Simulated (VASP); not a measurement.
Input of a VASP 6.6.1 run:

The input INCAR:

```
  ALGO = Normal
  EDIFF = 1E-6
  ENCUT = 520
  GGA = PS
  ISIF = 2
  ISMEAR = -1
  LASPH = T
  LCHARG = F
  LREAL = F
  LWAVE = F
  NBANDS = 22
  NELM = 80
  PREC = Accurate
  SIGMA = 0.1
```

KPOINTS

```
k-points
0
Gamma
  9 9 13
```

The input POSCAR:

```
Pt
1.0
    4.4734090669      0.0000000000      0.0000000000
   -2.2367045335      3.8740858935      0.0000000000
    0.0000000000      0.0000000000      2.6667689562
Pt
3
Direct
    1.0000000000      0.0000000000      0.0000000000
    0.3333333333      0.6666666667      0.5000000000
    0.6666666667      0.3333333333      0.5000000000
```

Potentials or basis: VASP PAW PBE potentials, release 64 (Pt).

The run is started by

```console
$ cat potpaw_PBE.64/Pt/POTCAR > POTCAR
$ mpirun -np 1 vasp_std > vasp.out
```

(1) Predict the pressure.

(2) Predict the band gap on the k mesh.

## Answers

(1) -0.4 GPa.

(2) zero (bands 15 and 16 overlap by 1.33 eV).

Caveat: the PAW data sets were made with another functional, which shifts forces and pressure a little; spin-orbit coupling is left out, which moves the levels of the heavy elements.
